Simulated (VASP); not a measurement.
# CrI3 (R-3) in VASP: a series of runs

The runs below take CrI3 through single point, with PBE+D3(BJ).

Program: VASP 6.6.1. These are calculated values, not measurements. Logs are shortened: lines on timing, memory, paths and dates and some standing lists are left out, and cuts for length are marked.

### Step 1. The cell of the first run

The structure is trigonal, space group R-3 (No. 148). Conventional cell: a = 6.528 Å, b = 6.528 Å, c = 18.739 Å, α = 90.00°, β = 90.00°, γ = 120.00°. Cr (site symmetry 3) has 6 I at 2.65 Å within 3.5 Å. Within 3.5 Å of I (site symmetry 1) lie 2 Cr at 2.65 Å.

### Step 2. Single point, PBE+D3(BJ) (28.82 Å³/atom)

File INCAR:

```
SYSTEM = CrI3
PREC     = Accurate       ! precision mode
ENCUT    = 520            ! plane-wave cutoff, eV
EDIFF    = 1E-7           ! SCF threshold, eV
ISMEAR   = 0              ! smearing method
SIGMA    = 0.05           ! smearing width, eV
LREAL    = .False.        ! projectors in reciprocal space
LASPH    = .True.         ! aspherical terms in the spheres
NELM     = 80             ! most SCF steps
ALGO     = Normal         ! electronic algorithm
ISIF     = 2              ! what is computed and relaxed
LWAVE    = .False.        ! write WAVECAR
LCHARG   = .False.        ! write CHGCAR
GGA      = PE             ! functional
IVDW     = 12             ! dispersion correction
NBANDS   = 43             ! bands
```

File KPOINTS:

```
regular mesh
0
Gamma
  6 6 6
  0 0 0
```

File POSCAR:

```
CrI3
1.0
    3.2641077527      1.8845334897      6.2463194506
   -3.2641077527      1.8845334897      6.2463194506
    0.0000000000     -3.7690669794      6.2463194506
Cr I
2 6
Direct
    0.1669447488      0.1669447488      0.1669447488
    0.8330552512      0.8330552512      0.8330552512
    0.7570044513      0.0793177007      0.4180786233
    0.4180786233      0.7570044513      0.0793177007
    0.0793177007      0.4180786233      0.7570044513
    0.5819213767      0.2429955487      0.9206822993
    0.9206822993      0.5819213767      0.2429955487
    0.2429955487      0.9206822993      0.5819213767
```

Potentials or basis: VASP PAW PBE potentials, release 64 (Cr_pv, I).

Started as:

```console
> cat potpaw_PBE.64/Cr_pv/POTCAR potpaw_PBE.64/I/POTCAR > POTCAR
> mpirun -np 1 vasp_std > vasp.out
```

OUTCAR:

```text
SYSTEM = CrI3
   PREC = Accurate
   ENCUT = 520
   EDIFF = 1E-7
   ISMEAR = 0
   LREAL = .False.
   LASPH = .True.
   NELM = 80
   ISIF = 2
   GGA = PE
   IVDW = 12
 IVDW          = 12

 ion  position               nearest neighbor table
   1  0.167  0.167  0.167-   7 2.65   6 2.65   8 2.65   4 2.65   5 2.65   3 2.65
   2  0.833  0.833  0.833-   5 2.65   4 2.65   3 2.65   6 2.65   7 2.65   8 2.65
   3  0.757  0.079  0.418-   2 2.65   1 2.65
   4  0.418  0.757  0.079-   2 2.65   1 2.65
   5  0.079  0.418  0.757-   2 2.65   1 2.65
   6  0.582  0.243  0.921-   1 2.65   2 2.65
   7  0.921  0.582  0.243-   1 2.65   2 2.65
   8  0.243  0.921  0.582-   1 2.65   2 2.65

  LATTYP: Found a trigonal (rhomboedric) cell.
 ALAT       =     7.2953665140
 COS(alpha) =     0.5996270401

  Lattice vectors:

 A1 = (   3.2641077527,   1.8845334897,   6.2463194506)
 A2 = (  -3.2641077527,   1.8845334897,   6.2463194506)
 A3 = (   0.0000000000,  -3.7690669794,   6.2463194506)

Analysis of symmetry for initial positions (statically):
=====================================================================
 Subroutine PRICEL returns:
 Original cell was already a primitive cell.

 Routine SETGRP: Setting up the symmetry group for a
 trigonal (rhombohedral) supercell.

 Subroutine GETGRP returns: Found  6 space group operations
 (whereof  6 operations were pure point group operations)
 out of a pool of 12 trial point group operations.

The static configuration has the point symmetry S_6 .

Analysis of symmetry for dynamics (positions and initial velocities):
=====================================================================
 Subroutine PRICEL returns:
 Original cell was already a primitive cell.

 Routine SETGRP: Setting up the symmetry group for a
 trigonal (rhombohedral) supercell.

 Subroutine GETGRP returns: Found  6 space group operations
 (whereof  6 operations were pure point group operations)
 out of a pool of 12 trial point group operations.

The dynamic configuration has the point symmetry S_6 .

 Subroutine INISYM returns: Found  6 space group operations
 (whereof  6 operations are pure point group operations),
 and found     1 'primitive' translations

----------------------------------------------------------------------------------------

                                     Primitive cell

  volume of cell :     230.5387

  direct lattice vectors                    reciprocal lattice vectors
     3.264107753  1.884533490  6.246319451     0.153181218  0.088439217  0.053364759
    -3.264107753  1.884533490  6.246319451    -0.153181218  0.088439217  0.053364759
     0.000000000 -3.769066979  6.246319451     0.000000000 -0.176878434  0.053364759

  length of vectors
     7.295366514  7.295366514  7.295366514     0.184753290  0.184753290  0.184753290

  position of ions in fractional coordinates (direct lattice)
     0.166944749  0.166944749  0.166944749
     0.833055251  0.833055251  0.833055251
     0.757004451  0.079317701  0.418078623
     0.418078623  0.757004451  0.079317701
     0.079317701  0.418078623  0.757004451
     0.581921377  0.242995549  0.920682299
     0.920682299  0.581921377  0.242995549
     0.242995549  0.920682299  0.581921377

  ion indices of the primitive-cell ions
   primitive index   ion index
                 1           1
                 2           2
                 3           3
                 4           4
                 5           5
                 6           6
                 7           7
                 8           8

----------------------------------------------------------------------------------------

 KPOINTS: regular mesh

Automatic generation of k-mesh.
 Grid dimensions read from file:
 generate k-points for:    6    6    6

 Generating k-lattice:

  Cartesian coordinates                     Fractional coordinates (reciprocal lattice)
     0.025530203  0.014739870  0.008894127     0.166666667 -0.000000000  0.000000000
    -0.025530203  0.014739870  0.008894127    -0.000000000  0.166666667  0.000000000
     0.000000000 -0.029479739  0.008894127     0.000000000  0.000000000  0.166666667

  Length of vectors
     0.030792215  0.030792215  0.030792215

  Shift w.r.t. Gamma in fractional coordinates (k-lattice)
     0.000000000  0.000000000  0.000000000

 Subroutine IBZKPT returns following result:
 ===========================================

 Found     40 irreducible k-points:

 Following reciprocal coordinates:
            Coordinates               Weight
  0.000000  0.000000  0.000000      1.000000
  0.166667 -0.000000 -0.000000      6.000000
  0.333333 -0.000000 -0.000000      6.000000
  0.500000  0.000000 -0.000000      3.000000
  0.166667  0.166667 -0.000000      6.000000
  0.333333  0.166667 -0.000000      6.000000
[... 16 lines left out ...]
  0.333333  0.333333  0.166667      6.000000
  0.500000  0.333333  0.166667      6.000000
 [... further k-points ...]
[... 30 lines left out ...]
   NUPDOWN=      -1.0000    fix difference up-down
   EMIN   =  10.00;   EMAX   =-10.00  energy-range for DOS
   EFERMI =   0.00;   METHOD = LEGACY
   ISMEAR =     0;   SIGMA  =   0.05  broadening in eV -4-tet -1-fermi 0-gaus
   EFERMI_NEDOS =   21; number of points for ismear=-14 and -15
   IALGO  =     38    algorithm
   IMIX   =      4    mixing-type and parameters
     AMIX     =   0.40;   BMIX     =  1.00
     AMIX_MAG =   1.60;   BMIX_MAG =  1.00
  volume/ion in A,a.u.               =      28.82       194.47
  Fermi-wavevector in a.u.,A,eV,Ry     =   1.078967  2.038952 15.839495  1.164170
  Thomas-Fermi vector in A             =   2.214920
   LORBIT       =      0    0 simple, 1 ext, 2 COOP (PROOUT), +10 PAW based schemes
   GGA     = PE    functional components
   LHFCALC =     F    Hartree Fock is set to
   AEXX    =    0.0000 exact exchange contribution
   IVDW    =    12    specifies the selected vdW correction
   LEPSILON=     F    determine dielectric tensor
   LRPA    =     F    only Hartree local field effects (RPA)
 non-spin polarized calculation
 Gauss-broadening in eV      SIGMA  =   0.05
  energy-cutoff  :      520.00
  volume of cell :      230.54
 maximum number of plane-waves:      6222
   NGX = 27   NGY = 27   NGZ = 27

 number of electron      66.0000008 magnetization

 Free energy of the ion-electron system (eV)
  ---------------------------------------------------
  ext. energy  EPLUGINS =         0.00000000
  ---------------------------------------------------
  free energy    TOTEN  =       -28.01207865 eV

  energy without entropy =      -27.98424594  energy(sigma->0) =      -27.99816230

 E-fermi :   6.1087     XC(G=0):  -9.5047

 val. band max:        6.1079613878   @ k =   0.3333  -0.1667   0.5000
 cond. band min:       6.1102216063   @ k =  -0.3333   0.1667   0.0000
 fundamental gap:      0.0022602185
 Fermi energy:         6.1087262902

 k-point     1 :       0.0000    0.0000    0.0000
  band No.  band energies     occupation
      1     -37.0569      2.00000
      2     -37.0569      2.00000
      3     -37.0509      2.00000
      4     -37.0509      2.00000
      5     -37.0330      2.00000
      6     -37.0308      2.00000
[... 35 lines left out ...]
     42      11.1133      0.00000
     43      11.2324      0.00000

 k-point     2 :       0.1667   -0.0000   -0.0000
  band No.  band energies     occupation
      1     -37.0570      2.00000
      2     -37.0566      2.00000
      3     -37.0512      2.00000
      4     -37.0508      2.00000
      5     -37.0329      2.00000
      6     -37.0310      2.00000
[... 35 lines left out ...]
     42      11.1998      0.00000
     43      11.4395      0.00000

 k-point     3 :       0.3333   -0.0000   -0.0000
  band No.  band energies     occupation
      1     -37.0572      2.00000
      2     -37.0559      2.00000
      3     -37.0520      2.00000
      4     -37.0506      2.00000
      5     -37.0325      2.00000
      6     -37.0313      2.00000
[... 919 lines left out ...]
      6     -37.0310      2.00000
[... 35 lines left out ...]
     42      11.4799      0.00000
     43      11.6424      0.00000

 k-point    24 :       0.5000    0.3333    0.1667
  band No.  band energies     occupation
      1     -37.0572      2.00000
      2     -37.0560      2.00000
      3     -37.0518      2.00000
      4     -37.0506      2.00000
      5     -37.0326      2.00000
      6     -37.0312      2.00000
[... 35 lines left out ...]
     42      11.0153      0.00000
     43      11.5239      0.00000

 [... further k-points ...]

------------------------ aborting loop because EDIFF is reached ----------------------------------------

 Edisp (eV)   -3.41952

 E8    (eV) :    -1.5250

  FORCE on cell =-STRESS in cart. coord.  units (eV):
  Direction    XX          YY          ZZ          XY          YZ          ZX
  --------------------------------------------------------------------------------------
  -------------------------------------------------------------------------------------
  Total       0.94486     0.94486     0.94342     0.00000     0.00000     0.00000
  in kB       6.56650     6.56650     6.55648     0.00000     0.00000     0.00000
  external pressure =        6.56 kB  Pullay stress =        0.00 kB

 VOLUME and BASIS-vectors are now :
 -----------------------------------------------------------------------------
  energy-cutoff  :      520.00
  volume of cell :      230.54
      direct lattice vectors                 reciprocal lattice vectors
     3.264107753  1.884533490  6.246319451     0.153181218  0.088439217  0.053364759
    -3.264107753  1.884533490  6.246319451    -0.153181218  0.088439217  0.053364759
     0.000000000 -3.769066979  6.246319451     0.000000000 -0.176878434  0.053364759

 POSITION                                       TOTAL-FORCE (eV/Angst)
 -----------------------------------------------------------------------------------
      0.00000      0.00000      3.12837         0.000000     -0.000000      0.002991
      0.00000      0.00000     15.61059         0.000000     -0.000000     -0.002991
      2.21204      0.00031      7.83539         0.003104     -0.000233      0.010862
     -1.10629      1.91553      7.83539        -0.001351      0.002805      0.010862
     -1.10575     -1.91584      7.83539        -0.001754     -0.002572      0.010862
      1.10629     -1.91553     10.90357         0.001351     -0.002805     -0.010862
      1.10575      1.91584     10.90357         0.001754      0.002572     -0.010862
     -2.21204     -0.00031     10.90357        -0.003104      0.000233     -0.010862
 -----------------------------------------------------------------------------------
    total drift:                               -0.000000     -0.000000      0.000000

  FREE ENERGIE OF THE ION-ELECTRON SYSTEM (eV)
  ---------------------------------------------------
  free  energy   TOTEN  =       -31.4315952490 eV

  energy  without entropy=      -31.4037625393  energy(sigma->0) =      -31.41767889
```

Wall time 19 min (1 thread of Intel Xeon 8259CL, shared host); peak memory 0.56 GiB.

Results:

* Free energy: -31.4316 eV
* Pressure: 0.7 GPa
* Largest force: 0.011 eV/Å
* Band gap on the k mesh: zero (bands 33 and 34 overlap by 0.20 eV)
* Dispersion energy per atom: -0.427 eV

Forces on the atoms (eV/Å):
```
Cr   0.000  0.000  0.003
Cr   0.000  0.000 -0.003
I    0.003  0.000  0.011
I   -0.001  0.003  0.011
I   -0.002 -0.003  0.011
I    0.001 -0.003 -0.011
I    0.002  0.003 -0.011
I   -0.003  0.000 -0.011
```

Levels at points of the mesh, in eV from the Fermi level:
| k point | band 31 | band 32 | band 33 | band 34 | band 35 | band 36 |
| --- | --- | --- | --- | --- | --- | --- |
| (0.00, 0.00, 0.00) | -0.26 | -0.25 | -0.17 | -0.17 | 0.07 | 0.07 |
| (0.50, 0.00, 0.00) | -0.45 | -0.43 | -0.02 | 0.12 | 0.15 | 0.34 |
| (0.50, 0.50, 0.00) | -0.40 | -0.24 | -0.06 | 0.08 | 0.12 | 0.37 |
| (0.50, 0.50, 0.50) | -0.25 | -0.19 | -0.19 | 0.03 | 0.17 | 0.17 |

Caveat: spin-orbit coupling is left out, which moves the levels of the heavy elements; the run has no spin polarisation, though such a crystal can be magnetic; semilocal functionals often make such compounds metallic where correlation or magnetic order opens a gap, which also shifts bond lengths. Spin polarisation is off, so any magnetic state and its effect on volume and gap are missing.

### Step 3. Single point, PBE+D3(BJ) (29.42 Å³/atom)

This run uses another cell than the first one, of 29.42 Å³/atom.

File INCAR:

```
  PREC = Accurate
  ENCUT = 520
  EDIFF = 1E-6
  ISMEAR = 0
  SIGMA = 0.05
  LREAL = F
  LASPH = T
  NELM = 100
  ALGO = Normal
  ISIF = 2
  LWAVE = F
  LCHARG = F
  GGA = PE
  IVDW = 12
  NBANDS = 43
```

File KPOINTS:

```
Automatic mesh
0
Gamma
  6 6 6
```

File POSCAR:

```
CrI3
1.0
    3.2856356412      1.8969626219      6.2931662662
   -3.2856356412      1.8969626219      6.2931662662
    0.0000000000     -3.7939252439      6.2931662662
Cr I
2 6
Direct
    0.1669370033      0.1669370033      0.1669370033
    0.8330629967      0.8330629967      0.8330629967
    0.7604175279      0.0772627884      0.4187768962
    0.4187768962      0.7604175279      0.0772627884
    0.0772627884      0.4187768962      0.7604175279
    0.5812231038      0.2395824721      0.9227372116
    0.9227372116      0.5812231038      0.2395824721
    0.2395824721      0.9227372116      0.5812231038
```

Potentials or basis: VASP PAW PBE potentials, release 64 (Cr_pv, I).

Started as:

```console
> cat potpaw_PBE.64/Cr_pv/POTCAR potpaw_PBE.64/I/POTCAR > POTCAR
> mpirun -np 1 vasp_std > vasp.out
```

Run time: 17 min. Hardware: 1 thread of Intel Xeon 8259CL, shared host; peak memory 0.57 GiB.

The run converged. Its results:

```yaml
Free_energy: -31.4464 eV
Pressure: 0.2 GPa
Largest_force: 0.007 eV/Å
Band_gap_on_the_k_mesh: zero (bands 33 and 34 overlap by 0.21 eV)
Dispersion_energy_per_atom: -0.418 eV
```

Forces in eV/Å, atoms in the order of the input:
```
Cr   0.000  0.000  0.000
Cr   0.000  0.000  0.000
I    0.006 -0.001  0.004
I   -0.003  0.006  0.004
I   -0.004 -0.005  0.004
I    0.003 -0.006 -0.004
I    0.004  0.005 -0.004
I   -0.006  0.001 -0.004
```

Levels at points of the mesh, in eV from the Fermi level:
| k point | band 30 | band 31 | band 32 | band 33 | band 34 | band 35 | band 36 | band 37 |
| --- | --- | --- | --- | --- | --- | --- | --- | --- |
| (0.00, 0.00, 0.00) | -0.65 | -0.25 | -0.24 | -0.17 | -0.17 | 0.08 | 0.08 | 1.52 |
| (0.50, 0.00, 0.00) | -1.22 | -0.44 | -0.39 | -0.01 | 0.13 | 0.13 | 0.34 | 1.22 |
| (0.50, 0.50, 0.00) | -1.22 | -0.39 | -0.21 | -0.06 | 0.10 | 0.11 | 0.35 | 1.19 |
| (0.50, 0.50, 0.50) | -0.84 | -0.26 | -0.18 | -0.18 | 0.03 | 0.17 | 0.17 | 1.18 |

Caveat: spin-orbit coupling is left out, which moves the levels of the heavy elements; the run has no spin polarisation, though such a crystal can be magnetic; semilocal functionals often make such compounds metallic where correlation or magnetic order opens a gap, which also shifts bond lengths.

### Step 4. Single point, PBE+D3(BJ)

This run uses another cell than the first one, of 30.02 Å³/atom.

File INCAR:

```
ALGO = Normal
EDIFF = 1E-6
ENCUT = 520
GGA = PE
ISIF = 2
ISMEAR = 0
IVDW = 12
LASPH = T
LCHARG = T
LELF = T
LREAL = F
LVHAR = T
LWAVE = F
NBANDS = 43
NELM = 80
PREC = Accurate
SIGMA = 0.05
```

File KPOINTS:

```
k-points
0
Gamma
  6 6 6
```

File POSCAR:

```
CrI3
1.0
    3.3104651533      1.9112979474      6.3256315316
   -3.3104651533      1.9112979474      6.3256315316
    0.0000000000     -3.8225958948      6.3256315316
Cr I
2 6
Direct
    0.1668696808      0.1668696808      0.1668696808
    0.8331303192      0.8331303192      0.8331303192
    0.7646498057      0.0740293011      0.4194585515
    0.4194585515      0.7646498057      0.0740293011
    0.0740293011      0.4194585515      0.7646498057
    0.5805414485      0.2353501943      0.9259706989
    0.9259706989      0.5805414485      0.2353501943
    0.2353501943      0.9259706989      0.5805414485
```

Started as:

```console
> cat potpaw_PBE.64/Cr_pv/POTCAR potpaw_PBE.64/I/POTCAR > POTCAR
> mpirun -np 1 vasp_std > vasp.out
```

It took 19 min on 1 thread of Intel Xeon 8259CL, shared host; peak memory 0.6 GiB.

Results (log left out):

```yaml
Free_energy: -31.4504 eV
Pressure: -0.1 GPa
Largest_force: 0.005 eV/Å
Band_gap_on_the_k_mesh: zero (bands 33 and 34 overlap by 0.19 eV)
Dispersion_energy_per_atom: -0.409 eV
```

Forces on the atoms (eV/Å):
```
Cr   0.000  0.000  0.000
Cr   0.000  0.000  0.000
I    0.004  0.000  0.003
I   -0.002  0.003  0.003
I   -0.002 -0.004  0.003
I    0.002 -0.003 -0.003
I    0.002  0.004 -0.003
I   -0.004  0.000 -0.003
```

Levels at points of the mesh, in eV from the Fermi level:
| k point | band 31 | band 32 | band 33 | band 34 | band 35 | band 36 |
| --- | --- | --- | --- | --- | --- | --- |
| (0.00, 0.00, 0.00) | -0.26 | -0.22 | -0.16 | -0.16 | 0.09 | 0.09 |
| (0.50, 0.00, 0.00) | -0.43 | -0.35 | -0.01 | 0.11 | 0.13 | 0.35 |
| (0.50, 0.50, 0.00) | -0.38 | -0.19 | -0.05 | 0.10 | 0.11 | 0.34 |
| (0.50, 0.50, 0.50) | -0.27 | -0.17 | -0.17 | 0.04 | 0.17 | 0.17 |

Caveat: spin-orbit coupling is left out, which moves the levels of the heavy elements; the run has no spin polarisation, though such a crystal can be magnetic; semilocal functionals often make such compounds metallic where correlation or magnetic order opens a gap, which also shifts bond lengths. Spin polarisation is off, so any magnetic state and its effect on volume and gap are missing.

### Step 5. The runs side by side

```csv
cell,gap on the mesh (eV),pressure (GPa),largest force (eV/Å)
"a = 7.295 Å, angles 53.2°, 8 atoms, atomic positions A",none,0.7,0.01
"a = 7.348 Å, angles 53.1°, 8 atoms, atomic positions B",none,0.2,0.01
"a = 7.391 Å, angles 53.2°, 8 atoms, atomic positions C",none,-0.1,0.01
```

Alike in all rows: task single point; level PBE+D3(BJ); potentials or basis VASP PAW PBE potentials, release 64 (Cr_pv, I); no spin polarisation; k mesh 6 × 6 × 6; cutoff (eV) 520; smearing gaussian 0.05 eV.

Caveats: spin-orbit coupling is left out, which moves the levels of the heavy elements; the run has no spin polarisation, though such a crystal can be magnetic; semilocal functionals often make such compounds metallic where correlation or magnetic order opens a gap, which also shifts bond lengths.

Total energies depend on the potentials used, so only differences within one code and one set of settings carry meaning.
